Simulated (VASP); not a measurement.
Set up this calculation in VASP 6.6.1, as the native input.

- Task: single point
- Functional: PBE-based screened hybrid with 35 % exact exchange
- Potentials or basis: VASP PAW PBE potentials, release 64 (Cu, O)
- Cutoff: 520 eV
- k mesh: 6 × 6 × 3
- Occupations: fermi-dirac, width 0.05 eV
- Spin: no spin polarisation
- Dipole correction: no
- Grid for exact exchange (PRECFOCK): Normal
- Share of exact exchange: 0.35
- Further INCAR settings: ALGO = Normal; EDIFF = 1e-06; NBANDS = 25
- Screening parameter: 0.20787 1/Å

The system is CuO.

```
Cu O
1.0
     2.34185   -1.71130    0.00000
     2.34185    1.71130    0.00000
    -0.85003    0.00000    5.05787
Cu O
2 2
Direct
  0.50000 0.00000 0.50000
  0.00000 0.50000 0.00000
  0.41840 0.58160 0.75000
  0.58160 0.41840 0.25000
```

These files were run (other wordings do the same):

POSCAR

```
CuO
1.0
    2.3418500000     -1.7113000000      0.0000000000
    2.3418500000      1.7113000000      0.0000000000
   -0.8500274268      0.0000000000      5.0578693947
Cu O
2 2
Direct
    0.5000000000      0.0000000000      0.5000000000
    0.0000000000      0.5000000000      0.0000000000
    0.4184000000      0.5816000000      0.7500000000
    0.5816000000      0.4184000000      0.2500000000
```

INCAR.step1

```
SYSTEM = CuO
PREC = Accurate ; ENCUT = 520
EDIFF = 1E-5 ; ISMEAR = -1
SIGMA = 0.05 ; LREAL = .False.
LASPH = .True. ; NELM = 100
ALGO = Normal ; ISIF = 2
LWAVE = .True. ; LCHARG = .False.
GGA = PE ; NBANDS = 25
LUSENCCL = .False.
```

INCAR.step2

```
SYSTEM = CuO
PREC = Accurate ; ENCUT = 520
EDIFF = 1E-6 ; ISMEAR = -1
SIGMA = 0.05 ; LREAL = .False.
LASPH = .True. ; NELM = 100
ALGO = Normal ; ISIF = 2
LWAVE = .False. ; LCHARG = .False.
GGA = PE ; LHFCALC = .True.
AEXX = 0.35 ; HFSCREEN = 0.2078699
PRECFOCK = Normal ; ISTART = 1
NBANDS = 25 ; LUSENCCL = .False.
```

KPOINTS

```
regular mesh
0
Gamma
  6 6 3
  0 0 0
```

Potentials or basis: VASP PAW PBE potentials, release 64 (Cu, O).

Launch:

```bash
$ cat potpaw_PBE.64/Cu/POTCAR potpaw_PBE.64/O/POTCAR > POTCAR
$ cp INCAR.step1 INCAR
$ mpirun -np 1 vasp_std > vasp.out
$ cp INCAR.step2 INCAR
$ mpirun -np 1 vasp_std > vasp.out
```

It gave:

| Property | Result |
| --- | --- |
| Pressure | -1.3 GPa |
| Largest force | 0.222 eV/Å |
| Band gap on the k mesh | zero (bands 17 and 18 overlap by 0.67 eV) |

Caveat: the k points lie up to 0.41 Å⁻¹ apart, too coarse for converged energies and pressures of a metal; the PAW data sets were made with another functional, which shifts forces and pressure a little.

Run time: 12 min on 1 × NVIDIA H100 80GB with 1 thread of AMD EPYC 7R13 Processor (Zen 3), on a shared host, peak memory 1.2 GiB.
